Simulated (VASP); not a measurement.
# Sb (R-3m) in VASP: notebook, part 3 of 3

VASP 6.6.1. The steps go on from the part before.

### 5 Relaxation of cell and atoms, r2SCAN+D3(BJ), target pressure 1 GPa, at which the enthalpy is minimised

This run uses another cell than the first one, of 30.21 Å³/atom.

POSCAR

```
Sb
1.0
    2.1542000000      1.2437279499      3.7580000000
   -2.1542000000      1.2437279499      3.7580000000
    0.0000000000     -2.4874558998      3.7580000000
Sb
2
Direct
    0.2334900000      0.2334900000      0.2334900000
    0.7665100000      0.7665100000      0.7665100000
```

INCAR.step1

```
SYSTEM = Sb
PREC = Accurate ; ENCUT = 600
ISMEAR = 0 ; SIGMA = 0.1
LREAL = .FALSE. ; LASPH = .TRUE.
NELM = 80 ; GGA = PE
ALGO = Normal ; EDIFF = 1E-4
LWAVE = .TRUE. ; LCHARG = .FALSE.
```

INCAR.step2

```
SYSTEM = Sb
PREC = Accurate ; ENCUT = 600
EDIFF = 1E-6 ; ISMEAR = 0
SIGMA = 0.1 ; LREAL = .FALSE.
LASPH = .TRUE. ; NELM = 80
ALGO = Normal ; ISIF = 3
LWAVE = .FALSE. ; LCHARG = .FALSE.
METAGGA = R2SCAN ; LMIXTAU = .TRUE.
IVDW = 12 ; VDW_S6 = 1.0
VDW_S8 = 0.78981345 ; VDW_A1 = 0.49484001
VDW_A2 = 5.73083694 ; IBRION = 2
NSW = 80 ; EDIFFG = -0.05
PSTRESS = 10.0 ; ISTART = 1
```

KPOINTS

```
regular mesh
0
G
  6 6 6
  0 0 0
```

Potentials or basis: VASP PAW PBE potentials, release 64 (Sb).

On the command line:

```sh
> cat potpaw_PBE.64/Sb/POTCAR > POTCAR
> cp INCAR.step1 INCAR
> mpirun -np 1 vasp_std > vasp.out
> cp INCAR.step2 INCAR
> mpirun -np 1 vasp_std > vasp.out
```

OUTCAR:

```text
SYSTEM = Sb
   PREC = Accurate
   ENCUT = 600
   EDIFF = 1E-6
   ISMEAR = 0
   LREAL = .FALSE.
   LASPH = .TRUE.
   NELM = 80
   ISIF = 3
   METAGGA = R2SCAN
   IVDW = 12
   IBRION = 2
   NSW = 80
   EDIFFG = -0.05
   PSTRESS = 10.0
   ISTART = 1
 IVDW          = 12

 ion  position               nearest neighbor table
   1  0.233  0.233  0.233-   2 2.91   2 2.91   2 2.91   2 3.35   2 3.35   2 3.35
   2  0.767  0.767  0.767-   1 2.91   1 2.91   1 2.91   1 3.35   1 3.35   1 3.35

  LATTYP: Found a trigonal (rhomboedric) cell.
 ALAT       =     4.5066618304
 COS(alpha) =     0.5430253624

  Lattice vectors:

 A1 = (   2.1542000000,   1.2437279499,   3.7580000000)
 A2 = (  -2.1542000000,   1.2437279499,   3.7580000000)
 A3 = (   0.0000000000,  -2.4874558998,   3.7580000000)

Analysis of symmetry for initial positions (statically):
=====================================================================
 Subroutine PRICEL returns:
 Original cell was already a primitive cell.

 Routine SETGRP: Setting up the symmetry group for a
 trigonal (rhombohedral) supercell.

 Subroutine GETGRP returns: Found 12 space group operations
 (whereof 12 operations were pure point group operations)
 out of a pool of 12 trial point group operations.

The static configuration has the point symmetry D_3d.

Analysis of symmetry for dynamics (positions and initial velocities):
=====================================================================
 Subroutine PRICEL returns:
 Original cell was already a primitive cell.

 Routine SETGRP: Setting up the symmetry group for a
 trigonal (rhombohedral) supercell.

 Subroutine GETGRP returns: Found 12 space group operations
 (whereof 12 operations were pure point group operations)
 out of a pool of 12 trial point group operations.

The dynamic configuration has the point symmetry D_3d.

 Subroutine INISYM returns: Found 12 space group operations
 (whereof 12 operations are pure point group operations),
 and found     1 'primitive' translations

----------------------------------------------------------------------------------------

                                     Primitive cell

  volume of cell :      60.4115

  direct lattice vectors                    reciprocal lattice vectors
     2.154200000  1.243727950  3.758000000     0.232104726  0.134005726  0.088699663
    -2.154200000  1.243727950  3.758000000    -0.232104726  0.134005726  0.088699663
     0.000000000 -2.487455900  3.758000000     0.000000000 -0.268011452  0.088699663

  length of vectors
     4.506661830  4.506661830  4.506661830     0.282307932  0.282307932  0.282307932

  position of ions in fractional coordinates (direct lattice)
     0.233490000  0.233490000  0.233490000
     0.766510000  0.766510000  0.766510000

  ion indices of the primitive-cell ions
   primitive index   ion index
                 1           1
                 2           2

----------------------------------------------------------------------------------------

 KPOINTS: regular mesh

Automatic generation of k-mesh.
 Grid dimensions read from file:
 generate k-points for:    6    6    6

 Generating k-lattice:

  Cartesian coordinates                     Fractional coordinates (reciprocal lattice)
     0.038684121  0.022334288  0.014783277     0.166666667  0.000000000  0.000000000
    -0.038684121  0.022334288  0.014783277     0.000000000  0.166666667  0.000000000
     0.000000000 -0.044668575  0.014783277     0.000000000  0.000000000  0.166666667

  Length of vectors
     0.047051322  0.047051322  0.047051322

  Shift w.r.t. Gamma in fractional coordinates (k-lattice)
     0.000000000  0.000000000  0.000000000

 Subroutine IBZKPT returns following result:
 ===========================================

 Found     32 irreducible k-points:

 Following reciprocal coordinates:
            Coordinates               Weight
  0.000000  0.000000  0.000000      1.000000
  0.166667 -0.000000 -0.000000      6.000000
  0.333333 -0.000000 -0.000000      6.000000
  0.500000 -0.000000  0.000000      3.000000
  0.166667  0.166667 -0.000000      6.000000
  0.333333  0.166667  0.000000     12.000000
[... 16 lines left out ...]
  0.500000  0.500000  0.166667      6.000000
 -0.333333  0.500000  0.166667     12.000000
 [... further k-points ...]
   k-points           NKPTS =     32   k-points in BZ     NKDIM =     32   number of bands    NBANDS=      9
   number of dos      NEDOS =    301   number of ions     NIONS =      2
   total plane-waves  NPLWV =  46656
   dimension x,y,z NGX =    36 NGY =   36 NGZ =   36
   dimension x,y,z NGXF=    72 NGYF=   72 NGZF=   72
   ions per type =               2
   NGX,Y,Z   is equivalent  to a cutoff of  13.28, 13.28, 13.28 a.u.
   NGXF,Y,Z  is equivalent  to a cutoff of  26.56, 26.56, 26.56 a.u.
 SYSTEM =  Sb
   PREC   = accura    normal or accurate (medium, high low for compatibility)
   ISTART =      1    job   : 0-new  1-cont  2-samecut
   ICHARG =      0    charge: 1-file 2-atom 10-const
   ISPIN  =      1    spin polarized calculation?
   LNONCOLLINEAR =      F non collinear calculations
   LSORBIT =      F    spin-orbit coupling
   LASPH  =      T    aspherical Exc in radial PAW
   ENCUT  =  600.0 eV  44.10 Ry    6.64 a.u.   9.00  9.00  9.00*2*pi/ulx,y,z
   NELM   =     80;   NELMIN=  2; NELMDL=  0     # of ELM steps
   EDIFF  = 0.1E-05   stopping-criterion for ELM
   LREAL  =      F    real-space projection
   EDIFFG = -.5E-01   stopping-criterion for IOM
   NSW    =     80    number of steps for IOM
   IBRION =      2    ionic relax: 0-MD 1-quasi-New 2-CG
   NFREE  =      1    steps in history (QN), initial steepest desc. (CG)
   ISIF   =      3    stress and relaxation
   ISYM   =      2    0-nonsym 1-usesym 2-fastsym
   POTIM  = 0.5000    time-step for ionic-motion
   TEBEG  =    0.0;   TEEND  =   0.0 temperature during run
   PSTRESS=   10.0 pullay stress
   NELECT =      10.0000    total number of electrons
   NUPDOWN=      -1.0000    fix difference up-down
   EMIN   =  10.00;   EMAX   =-10.00  energy-range for DOS
   EFERMI =   0.00;   METHOD = LEGACY
   ISMEAR =     0;   SIGMA  =   0.10  broadening in eV -4-tet -1-fermi 0-gaus
   EFERMI_NEDOS =   21; number of points for ismear=-14 and -15
   IALGO  =     38    algorithm
   IMIX   =      4    mixing-type and parameters
     AMIX     =   0.40;   BMIX     =  1.00
     AMIX_MAG =   1.60;   BMIX_MAG =  1.00
  volume/ion in A,a.u.               =      30.21       203.84
  Fermi-wavevector in a.u.,A,eV,Ry     =   0.898880  1.698637 10.993305  0.807985
  Thomas-Fermi vector in A             =   2.021644
   LORBIT       =      0    0 simple, 1 ext, 2 COOP (PROOUT), +10 PAW based schemes
   METAGGA = R2SCAN    functional components
   LHFCALC =     F    Hartree Fock is set to
   AEXX    =    0.0000 exact exchange contribution
   IVDW    =    12    specifies the selected vdW correction
   LEPSILON=     F    determine dielectric tensor
   LRPA    =     F    only Hartree local field effects (RPA)
 conjugate gradient relaxation of ions
 non-spin polarized calculation
 Gauss-broadening in eV      SIGMA  =   0.10
  energy-cutoff  :      600.00
  volume of cell :       60.41
 maximum number of plane-waves:      2039
   NGX = 17   NGY = 17   NGZ = 17

--------------------------------------- Ionic step        1  -------------------------------------------

 number of electron      10.0000000 magnetization

 Free energy of the ion-electron system (eV)
  ---------------------------------------------------
  ext. energy  EPLUGINS =         0.00000000
  ---------------------------------------------------
  free energy    TOTEN  =       -51.39533190 eV

  energy without entropy =      -51.39341393  energy(sigma->0) =      -51.39437291

 E-fermi :   7.3504     XC(G=0):  -9.9979

 val. band max:        7.3293516453   @ k =   0.5000   0.5000   0.5000
 cond. band min:       7.3877214590   @ k =   0.3333   0.1667   0.1667
 fundamental gap:      0.0583698137
 Fermi energy:         7.3504048060

 k-point     1 :       0.0000    0.0000    0.0000
  band No.  band energies     occupation
      1      -6.0982      2.00000
      2       2.4524      2.00000
      3       4.9645      2.00000
      4       5.2342      2.00000
      5       5.2342      2.00000
      6       9.4028      0.00000
      7      10.0472      0.00000
      8      10.0472      0.00000
      9      12.6577      0.00000
[... 357 lines left out ...]
  enthalpy is  TOTEN    =       -51.4597145363 eV   P V=        0.3734441575

--------------------------------------- Ionic step        3  -------------------------------------------

 number of electron      10.0000000 magnetization

 Free energy of the ion-electron system (eV)
  ---------------------------------------------------
  ext. energy  EPLUGINS =         0.00000000
  ---------------------------------------------------
  free energy    TOTEN  =       -51.39104962 eV

  energy without entropy =      -51.38925253  energy(sigma->0) =      -51.39015107

 E-fermi :   7.4330     XC(G=0): -10.0235

 val. band max:        7.3957774608   @ k =   0.5000   0.5000   0.5000
 cond. band min:       7.4763503159   @ k =   0.3333   0.1667   0.1667
 fundamental gap:      0.0805728552
 Fermi energy:         7.4329945721

 k-point     1 :       0.0000    0.0000    0.0000
  band No.  band energies     occupation
      1      -6.0739      2.00000
      2       2.5629      2.00000
      3       5.0339      2.00000
      4       5.2897      2.00000
      5       5.2897      2.00000
      6       9.4692      0.00000
      7      10.1294      0.00000
      8      10.1294      0.00000
      9      12.7254      0.00000
[... 309 lines left out ...]
  FREE ENERGIE OF THE ION-ELECTRON SYSTEM (eV)
  ---------------------------------------------------
  free  energy   TOTEN  =       -51.8348203484 eV

  energy  without entropy=      -51.8330232593  energy(sigma->0) =      -51.83392180

  enthalpy is  TOTEN    =       -51.4599303495 eV   P V=        0.3748899988

 reached required accuracy - stopping structural energy minimisation
```

It took 1.8 min on 1 thread of Intel Xeon 6975P-C (Granite Rapids), shared host; peak memory 0.23 GiB.

What came out:

```
Free energy                                                : -51.8348 eV
Relaxed volume                                             : 30.03 Å³/atom
Relaxed cell                                               : a = 4.497 Å, b = 4.497 Å, c = 4.497 Å, α = 57.15°, β = 57.15°, γ = 57.15°
Space group after relaxing (to 0.1 Å)                      : R-3m (No. 166)
Energy change on relaxing (the run minimises the enthalpy) : +0.9 meV/atom
Ionic steps                                                : 3
Pressure after relaxing                                    : 1.0 GPa
Largest force after relaxing                               : 0.006 eV/Å
Band gap on the k mesh                                     : zero (bands 5 and 6 overlap by 0.22 eV)
Dispersion energy per atom                                 : -0.222 eV
```

Forces on the atoms (eV/Å):
```
Sb   0.000  0.000  0.006
Sb   0.000  0.000 -0.006
```

Step by step:
| step | energy change (eV) | largest force (eV/Å) | pressure (GPa) | volume (Å³) |
| --- | --- | --- | --- | --- |
| 1 | 0.0000 | 0.0434 | 0.65 | 60.41 |
| 2 | 0.0034 | 0.0390 | 1.28 | 59.83 |
| 3 | 0.0017 | 0.0059 | 1.02 | 60.06 |

Final structure:
```
Sb
1.0
     2.15072    1.24172    3.74850
    -2.15072    1.24172    3.74850
     0.00000   -2.48343    3.74850
Sb
2
Direct
  0.23338 0.23338 0.23338
  0.76662 0.76662 0.76662
```

Levels at points of the mesh, in eV from the Fermi level:
| k point | band 3 | band 4 | band 5 | band 6 | band 7 | band 8 |
| --- | --- | --- | --- | --- | --- | --- |
| (0.00, 0.00, 0.00) | -2.40 | -2.14 | -2.14 | 2.04 | 2.70 | 2.70 |
| (0.50, 0.00, 0.00) | -2.28 | -2.13 | -0.48 | -0.17 | 0.23 | 0.38 |
| (0.50, 0.50, 0.00) | -5.85 | -4.16 | -4.08 | 1.58 | 5.11 | 5.78 |
| (0.50, 0.50, 0.50) | -1.61 | -1.61 | -0.43 | -0.04 | -0.04 | 1.18 |

Caveat: the cell is relaxed towards a set pressure, so the run minimises the enthalpy, not the energy; the PAW data sets were made with another functional, which shifts forces and pressure a little; spin-orbit coupling is left out, which moves the levels of the heavy elements.

### 6 The runs side by side

| task | cell | cutoff (eV) | gap on the mesh (eV) | pressure (GPa) | largest force (eV/Å) |
| --- | --- | --- | --- | --- | --- |
| single point | a = 4.495 Å, angles 57.2°, 2 atoms, atomic positions A | 520 | none | 1.1 | 0.06 |
| relaxation of cell and atoms | relaxed to 6.5 GPa from a = 4.300 Å, angles 58.6°, 2 atoms, atomic positions B | 600 | none | 6.3 | 0.04 |
| relaxation of cell and atoms | relaxed to 6.5 GPa from a = 4.507 Å, angles 57.1°, 2 atoms, atomic positions A | 600 | none | 6.4 | 0.02 |
| relaxation of cell and atoms | relaxed to 1 GPa from a = 4.507 Å, angles 57.1°, 2 atoms, atomic positions A | 600 | none | 1.0 | 0.01 |

Alike in all rows: level r2SCAN+D3(BJ); potentials or basis VASP PAW PBE potentials, release 64 (Sb); no spin polarisation; k mesh 6 × 6 × 6; smearing gaussian 0.1 eV.

Caveats: the PAW data sets were made with another functional, which shifts forces and pressure a little; spin-orbit coupling is left out, which moves the levels of the heavy elements; the cell is relaxed towards a set pressure, so the run minimises the enthalpy, not the energy (at least some runs); the relaxation stopped at a loose force limit of 0.05 eV/Å, so its end isn't a converged minimum (at least some runs).

Absolute energies hang on the potentials; compare differences alone.
